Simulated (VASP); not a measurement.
# Si16Mo7 (a cell with a defect) in VASP: single point with PBE

Aim: the single point of Si16Mo7 (a cell with a defect) with PBE.

Everything below comes from runs of VASP 6.6.1. Logs are shortened: lines on timing, memory, paths and dates and some standing lists are left out, and cuts for length are marked.

## (1) The cell of the first run

The cell holds a defect, 23 atoms: a = 6.409 Å, b = 6.409 Å, c = 7.816 Å, α = 90.00°, β = 90.00°, γ = 90.00°.

## (2) Single point, PBE

The input, INCAR:

```
SYSTEM = Si16Mo7
ALGO = Normal
EDIFF = 1E-6
ENCUT = 520
GGA = PE
ISIF = 2
ISMEAR = 0
LASPH = .TRUE.
LCHARG = .FALSE.
LREAL = Auto
LWAVE = .FALSE.
NBANDS = 98
NELM = 100
PREC = Accurate
SIGMA = 0.05
```

The input, KPOINTS:

```
k-points
0
G
  2 2 2
  0 0 0
```

The input, POSCAR:

```
Si16Mo7
1.0
    6.4085290000      0.0000000000      0.0000000000
    0.0000000000      6.4085290000      0.0000000000
    0.0000000000      0.0000000000      7.8161920000
Si Mo
16 7
Direct
    0.0026697234      0.0099930889      0.6717744395
    0.0009644959      0.0111301673      0.3286403405
    0.4992136261     -0.0158151738      0.6664485724
    0.4963870804     -0.0227694998      0.3356262231
    0.0026127681      0.4904097337      0.6712951780
    0.0003613934      0.4852965478      0.3206956789
    0.2829580704      0.2568522355      0.1760874093
    0.2669250619      0.2567224085      0.8303388658
    0.5000986966      0.5135769847      0.6650574858
    0.4971496579      0.5202719688      0.3369867322
    0.6910802775      0.2521193241      0.1940543426
    0.7202484377      0.2528510053      0.8129448458
    0.2416910339      0.7440134858      0.1537728346
    0.2359964354      0.7428823370      0.8395881268
    0.7681987551      0.7498310455      0.1581504139
    0.7766161314      0.7470138623      0.8365200087
   -0.0224772331      0.1563978255      0.0185728549
    0.5042119650     -0.0025681401     -0.0019109050
    0.2566446996      0.2509621163      0.5022947236
    0.5140575942      0.5086582272     -0.0026185385
    0.7450661454      0.2507033985      0.5022819296
    0.2463058215      0.7519163914      0.4971456689
    0.7586176172      0.7519444790      0.4963423365
```

Potentials or basis: VASP PAW PBE potentials, release 64 (Si, Mo_sv).

Run with:

```console
$ cat potpaw_PBE.64/Si/POTCAR potpaw_PBE.64/Mo_sv/POTCAR > POTCAR
$ mpirun -np 1 vasp_std > vasp.out
```

OUTCAR:

```text
SYSTEM = Si16Mo7
   EDIFF = 1E-6
   ENCUT = 520
   GGA = PE
   ISIF = 2
   ISMEAR = 0
   LASPH = .TRUE.
   LREAL = Auto
   NELM = 100
   PREC = Accurate

 ion  position               nearest neighbor table
   1  0.003  0.010  0.672-  16 2.57  19 2.61  21 2.62  14 2.62   8 2.63  12 2.63  22 2.65  23 2.66
                             2 2.68  17 2.87   5 3.08
   2  0.001  0.011  0.329-  17 2.60  15 2.61  21 2.62  23 2.62  19 2.62  22 2.64   7 2.68  13 2.68
                             1 2.68  11 2.73   6 3.04
   3  0.499  0.984  0.666-  12 2.51  22 2.57   4 2.59  18 2.59  23 2.60   8 2.63  19 2.64  21 2.65
                            14 2.66  16 2.69   9 3.02
   4  0.496  0.977  0.336-  11 2.43  22 2.50  23 2.55   7 2.58   3 2.59  13 2.63  18 2.64  15 2.66
                            19 2.67  21 2.70  10 2.93
   5  0.003  0.490  0.671-  16 2.54  14 2.57   8 2.58  19 2.60  12 2.61  21 2.61  22 2.66  23 2.67
                             6 2.74   1 3.08
   6  0.000  0.485  0.321-   7 2.59  15 2.59  13 2.62  21 2.64  19 2.64  11 2.67  23 2.68  22 2.70
                             5 2.74   2 3.04  17 3.17
   7  0.283  0.257  0.176-  17 2.40  10 2.51  19 2.56   4 2.58   6 2.59  18 2.59  20 2.60  11 2.62
                             2 2.68   8 2.70  13 3.14
   8  0.267  0.257  0.830-  17 2.45  19 2.57   9 2.57   5 2.58  18 2.61  20 2.61   1 2.63   3 2.63
                             7 2.70  12 2.91  14 3.12
   9  0.500  0.514  0.665-  12 2.47  10 2.56   8 2.57  22 2.59  20 2.60  23 2.61  14 2.62  19 2.62
                            21 2.63  16 2.68   3 3.02
  10  0.497  0.520  0.337-  11 2.40   7 2.51  22 2.52  23 2.56   9 2.56  13 2.61  19 2.65  20 2.66
                            15 2.67  21 2.68   4 2.93
  11  0.691  0.252  0.194-  17 2.37  10 2.40   4 2.43  21 2.43  20 2.52  18 2.54   7 2.62   6 2.67
                             2 2.73  12 2.98
  12  0.720  0.253  0.813-  17 2.38  21 2.43   9 2.47   3 2.51  20 2.55  18 2.59   5 2.61   1 2.63
                             8 2.91  11 2.98
  13  0.242  0.744  0.154-  14 2.46  10 2.61  20 2.61   6 2.62   4 2.63  18 2.64   2 2.68  22 2.68
                            15 3.03   7 3.14  17 3.31
  14  0.236  0.743  0.840-  13 2.46   5 2.57   9 2.62   1 2.62  20 2.64   3 2.66  18 2.67  22 2.68
                            16 2.94   8 3.12
  15  0.768  0.750  0.158-  16 2.51  20 2.57   6 2.59   2 2.61  18 2.64  23 2.64   4 2.66  10 2.67
                            13 3.03  17 3.13
  16  0.777  0.747  0.837-  15 2.51   5 2.54   1 2.57  20 2.60  23 2.66   9 2.68  18 2.69   3 2.69
                            14 2.94  17 3.25
  17  0.978  0.156  0.019-  11 2.37  12 2.38   7 2.40   8 2.45   2 2.60   1 2.87  15 3.13   6 3.17
                            18 3.20  16 3.25  13 3.31
  18  0.504  0.997  0.998-  11 2.54  12 2.59   7 2.59   3 2.59   8 2.61  15 2.64  13 2.64   4 2.64
                            14 2.67  16 2.69  20 3.13  17 3.20  20 3.28
  19  0.257  0.251  0.502-   7 2.56   8 2.57   5 2.60   1 2.61   9 2.62   2 2.62   6 2.64   3 2.64
                            10 2.65   4 2.67  21 3.13  22 3.20  22 3.21  21 3.28
  20  0.514  0.509  0.997-  11 2.52  12 2.55  15 2.57  16 2.60   7 2.60   9 2.60  13 2.61   8 2.61
                            14 2.64  10 2.66  18 3.13  18 3.28
  21  0.745  0.251  0.502-  12 2.43  11 2.43   5 2.61   1 2.62   2 2.62   9 2.63   6 2.64   3 2.65
                            10 2.68   4 2.70  19 3.13  23 3.20  23 3.21  19 3.28
  22  0.246  0.752  0.497-   4 2.50  10 2.52   3 2.57   9 2.59   2 2.64   1 2.65   5 2.66  14 2.68
                            13 2.68   6 2.70  23 3.13  19 3.20  19 3.21  23 3.28
  23  0.759  0.752  0.496-   4 2.55  10 2.56   3 2.60   9 2.61   2 2.62  15 2.64   1 2.66  16 2.66
                             5 2.67   6 2.68  22 3.13  21 3.20  21 3.21  22 3.28

  LATTYP: Found a simple tetragonal cell.
 ALAT       =     6.4085290000
 C/A-ratio  =     1.2196546196

  Lattice vectors:

 A1 = (   6.4085290000,   0.0000000000,   0.0000000000)
 A2 = (   0.0000000000,   6.4085290000,   0.0000000000)
 A3 = (   0.0000000000,   0.0000000000,   7.8161920000)

Analysis of symmetry for initial positions (statically):
=====================================================================
 Subroutine PRICEL returns:
 Original cell was already a primitive cell.

 Routine SETGRP: Setting up the symmetry group for a
 simple tetragonal supercell.

 Subroutine GETGRP returns: Found  1 space group operations
 (whereof  1 operations were pure point group operations)
 out of a pool of 16 trial point group operations.

The static configuration has the point symmetry C_1 .

Analysis of symmetry for dynamics (positions and initial velocities):
=====================================================================
 Subroutine PRICEL returns:
 Original cell was already a primitive cell.

 Routine SETGRP: Setting up the symmetry group for a
 simple tetragonal supercell.

 Subroutine GETGRP returns: Found  1 space group operations
 (whereof  1 operations were pure point group operations)
 out of a pool of 16 trial point group operations.

[... 88 lines left out ...]

  Shift w.r.t. Gamma in fractional coordinates (k-lattice)
     0.000000000  0.000000000  0.000000000

 Subroutine IBZKPT returns following result:
 ===========================================

 Found      8 irreducible k-points:

 Following reciprocal coordinates:
            Coordinates               Weight
  0.000000  0.000000  0.000000      1.000000
  0.500000  0.000000  0.000000      1.000000
  0.000000  0.500000  0.000000      1.000000
  0.500000  0.500000  0.000000      1.000000
  0.000000  0.000000  0.500000      1.000000
  0.500000  0.000000  0.500000      1.000000
  0.000000  0.500000  0.500000      1.000000
  0.500000  0.500000  0.500000      1.000000
   k-points           NKPTS =      8   k-points in BZ     NKDIM =      8   number of bands    NBANDS=     98
   number of dos      NEDOS =    301   number of ions     NIONS =     23
   total plane-waves  NPLWV = 138240
   dimension x,y,z NGX =    48 NGY =   48 NGZ =   60
   dimension x,y,z NGXF=    96 NGYF=   96 NGZF=  120
   ions per type =              16   7
   NGX,Y,Z   is equivalent  to a cutoff of  12.45, 12.45, 12.76 a.u.
   NGXF,Y,Z  is equivalent  to a cutoff of  24.90, 24.90, 25.52 a.u.
 SYSTEM =  Si16Mo7
   PREC   = accura    normal or accurate (medium, high low for compatibility)
   ISTART =      0    job   : 0-new  1-cont  2-samecut
   ICHARG =      2    charge: 1-file 2-atom 10-const
   ISPIN  =      1    spin polarized calculation?
   LNONCOLLINEAR =      F non collinear calculations
   LSORBIT =      F    spin-orbit coupling
   LASPH  =      T    aspherical Exc in radial PAW
   ENCUT  =  520.0 eV  38.22 Ry    6.18 a.u.  11.92 11.92 14.53*2*pi/ulx,y,z
   NELM   =    100;   NELMIN=  2; NELMDL= -5     # of ELM steps
   EDIFF  = 0.1E-05   stopping-criterion for ELM
   LREAL  =      T    real-space projection
   EDIFFG = 0.1E-04   stopping-criterion for IOM
   NSW    =      0    number of steps for IOM
   IBRION =     -1    ionic relax: 0-MD 1-quasi-New 2-CG
   NFREE  =      0    steps in history (QN), initial steepest desc. (CG)
   ISIF   =      2    stress and relaxation
   ISYM   =      2    0-nonsym 1-usesym 2-fastsym
   POTIM  = 0.5000    time-step for ionic-motion
   TEBEG  =    0.0;   TEEND  =   0.0 temperature during run
   PSTRESS=    0.0 pullay stress
   NELECT =     162.0000    total number of electrons
   NUPDOWN=      -1.0000    fix difference up-down
   EMIN   =  10.00;   EMAX   =-10.00  energy-range for DOS
   EFERMI =   0.00;   METHOD = LEGACY
   ISMEAR =     0;   SIGMA  =   0.05  broadening in eV -4-tet -1-fermi 0-gaus
   EFERMI_NEDOS =   21; number of points for ismear=-14 and -15
   IALGO  =     38    algorithm
   IMIX   =      4    mixing-type and parameters
     AMIX     =   0.40;   BMIX     =  1.00
     AMIX_MAG =   1.60;   BMIX_MAG =  1.00
  volume/ion in A,a.u.               =      13.96        94.18
  Fermi-wavevector in a.u.,A,eV,Ry     =   1.303394  2.463058 23.114081  1.698837
  Thomas-Fermi vector in A             =   2.434399
   LORBIT       =      0    0 simple, 1 ext, 2 COOP (PROOUT), +10 PAW based schemes
   GGA     = PE    functional components
   LHFCALC =     F    Hartree Fock is set to
   AEXX    =    0.0000 exact exchange contribution
   IVDW    =     0    specifies the selected vdW correction
   LEPSILON=     F    determine dielectric tensor
   LRPA    =     F    only Hartree local field effects (RPA)
 non-spin polarized calculation
 Gauss-broadening in eV      SIGMA  =   0.05
  energy-cutoff  :      520.00
  volume of cell :      321.01
 maximum number of plane-waves:      8688
 NGX is ok and might be reduce to    48
   NGX = 23   NGY = 23   NGZ = 29

 number of electron     162.0000006 magnetization

 Free energy of the ion-electron system (eV)
  ---------------------------------------------------
  ext. energy  EPLUGINS =         0.00000000
  ---------------------------------------------------
  free energy    TOTEN  =      -166.01013441 eV

  energy without entropy =     -166.00256794  energy(sigma->0) =     -166.00635117

 E-fermi :  11.5030     XC(G=0): -12.0999

 val. band max:       11.4755509373   @ k =   0.0000   0.0000   0.5000
 cond. band min:      11.5182328185   @ k =   0.0000   0.5000   0.5000
 fundamental gap:      0.0426818813
 Fermi energy:        11.5029683011

 k-point     1 :       0.0000    0.0000    0.0000
  band No.  band energies     occupation
      1     -49.2398      2.00000
      2     -49.2133      2.00000
      3     -49.1984      2.00000
      4     -49.1647      2.00000
      5     -49.1504      2.00000
      6     -49.1374      2.00000
[... 757 lines left out ...]
     92      13.2729      0.00000
     93      13.4177      0.00000
 [bands above 93 left out]

------------------------ aborting loop because EDIFF is reached ----------------------------------------

  FORCE on cell =-STRESS in cart. coord.  units (eV):
  Direction    XX          YY          ZZ          XY          YZ          ZX
  --------------------------------------------------------------------------------------
  -------------------------------------------------------------------------------------
  Total       10.2596886      2.9643076     21.2574194      1.1078623     -0.2791289     -0.0025551
  in kB       51.2074129     14.7952369    106.0984885      5.5294818     -1.3931680     -0.0127530
  external PRESSURE =      57.3670461 kB  Pullay stress =       0.0000000 kB

 VOLUME and BASIS-vectors are now :
 -----------------------------------------------------------------------------
  energy-cutoff  :      520.00
  volume of cell :      321.01
      direct lattice vectors                 reciprocal lattice vectors
     6.408529000  0.000000000  0.000000000     0.156042050  0.000000000  0.000000000
     0.000000000  6.408529000  0.000000000     0.000000000  0.156042050  0.000000000
     0.000000000  0.000000000  7.816192000     0.000000000  0.000000000  0.127939539

 POSITION                                       TOTAL-FORCE (eV/Angst)
 -----------------------------------------------------------------------------------
      0.01711      0.06404      5.25072        -0.015439      0.205411     -0.004228
      0.00618      0.07133      2.56872         0.012350      0.042334      0.437745
      3.19923      6.30718      5.20909        -0.046544      0.173109      0.036699
      3.18111      6.26261      2.62332         0.038429      0.286899     -0.050281
      0.01674      3.14281      5.24697        -0.018353      0.215528     -0.038050
      0.00232      3.11004      2.50662        -0.018269      0.170243     -0.066348
[... 15 lines left out ...]
      1.57846      4.81868      3.88579         0.099627      0.298750      0.218803
      4.86162      4.81886      3.87951        -0.158882      0.302342      0.283629
 -----------------------------------------------------------------------------------
    total drift:                               -0.000500     -0.000479      0.004407

  FREE ENERGIE OF THE ION-ELECTRON SYSTEM (eV)
  ---------------------------------------------------
  free  energy   TOTEN  =      -166.0101344117 eV

  energy  without entropy=     -166.0025679354  energy(sigma->0) =     -166.00635117
```

Run time: 4.3 min. Hardware: 1 thread of Intel Xeon Platinum 8488C (Sapphire Rapids), shared host; peak memory 0.43 GiB.

What came out:

* Free energy: -166.0101 eV
* Pressure: 5.7 GPa
* Largest force: 4.915 eV/Å
* Band gap on the k mesh: zero (bands 81 and 82 overlap by 0.49 eV)

Forces in eV/Å, atoms in the order of the input:
```
Si  -0.015  0.205 -0.004
Si   0.012  0.042  0.438
Si  -0.047  0.173  0.037
Si   0.038  0.287 -0.050
Si  -0.018  0.216 -0.038
Si  -0.018  0.170 -0.066
Si  -0.288  0.565 -0.013
Si  -0.005  0.554 -0.011
Si  -0.001  0.113 -0.054
Si   0.079 -0.015  0.034
Si   0.814  0.313 -0.398
Si  -0.057  0.352  0.256
Si  -0.126 -0.114  0.284
Si   0.155 -0.174 -0.093
Si   0.031  0.194  0.012
Si  -0.244  0.046  0.170
Mo   0.657 -4.747 -1.095
Mo  -0.688  0.336  0.109
Mo  -0.064  0.256 -0.068
Mo  -0.162  0.384  0.064
Mo   0.006  0.241 -0.017
Mo   0.100  0.299  0.219
Mo  -0.159  0.302  0.284
```

Caveat: the k points lie up to 0.49 Å⁻¹ apart.
